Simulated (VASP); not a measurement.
In2O:

```
CELL_PARAMETERS angstrom
3.19198 0.00000 0.00000
-1.59599 2.76433 0.00000
0.00000 0.00000 11.02399
ATOMIC_POSITIONS crystal
In 0.33333 0.66667 0.60835
In 0.66667 0.33333 0.10835
In 0.66667 0.33333 0.39165
In 0.33333 0.66667 0.89165
O 0.33333 0.66667 0.25000
O 0.66667 0.33333 0.75000
```

| Quantity | Value |
| --- | --- |
| Program | VASP 6.6.1 |
| Task | relaxation of cell and atoms |
| Functional | PBE |
| Potentials or basis | VASP PAW PBE potentials, release 64 (In_d, O) |
| Cutoff | 600 eV |
| k mesh | 6 × 6 × 2 |
| Occupations | gaussian, width 0.1 eV |
| Spin | no spin polarisation |

At the start: pressure 14.4 GPa; volume 16.21 Å³/atom.

**Question.** Where does the relaxation end?

**Answer.** Over 22 steps the energy falls by 192.1 meV/atom and the volume is 21.05 Å³/atom (+29.9 %); space group P6_3/mmc (No. 194, to 0.05 Å).

The path:
```
step  energy change (eV)  largest force (eV/Å)  pressure (GPa)  volume (Å³)
   1              0.0000                0.5704           14.37        97.27
   2             -0.6553                0.8624           -2.62       119.20
   3             -0.6862                0.7925           -0.46       114.47
   4             -0.7736                0.2549            0.22       115.21
   5             -0.7819                0.0266            0.64       115.53
   6             -0.7907                0.0732            0.10       117.00
   7             -0.7995                0.2000           -0.71       119.57
   8             -0.8051                0.4700           -2.02       124.79
   9             -0.8067                0.4782           -2.06       124.99
  10             -0.8116                0.5002           -2.18       125.59
  11             -0.8210                0.5266           -2.47       126.78
  12             -0.8366                0.5643           -2.89       129.18
  13             -0.8486                0.5678           -3.74       134.02
  14             -0.8781                0.5252           -3.67       134.56
  15             -0.9589                0.3848           -3.36       136.12
  16             -1.0335                0.0048           -2.57       139.01
  17             -1.0704                0.0666           -1.96       136.40
  18             -1.1207                0.2564           -0.16       130.06
  19             -1.1228                0.3210            0.55       128.11
  20             -1.1454                0.1503            0.41       126.81
  21             -1.1516                0.0088            0.33       125.70
  22             -1.1525                0.0177            0.05       126.32
```

Final structure:
```yaml
crystal:
  lattice:
    - [3.25854, 0.00000, 0.00000]
    - [-1.62927, 2.82198, 0.00000]
    - [0.00000, 0.00000, 13.73721]
  atoms:
    - { symbol: In, position: [0.33333, 0.66667, 0.63350] }
    - { symbol: In, position: [0.66667, 0.33333, 0.13350] }
    - { symbol: In, position: [0.66667, 0.33333, 0.36650] }
    - { symbol: In, position: [0.33333, 0.66667, 0.86650] }
    - { symbol: O, position: [0.33333, 0.66667, 0.25000] }
    - { symbol: O, position: [0.66667, 0.33333, 0.75000] }
```

Caveat: the k points lie up to 0.37 Å⁻¹ apart in the final cell; the volume moved by over 15 % at a fixed basis, so the end points are rough.
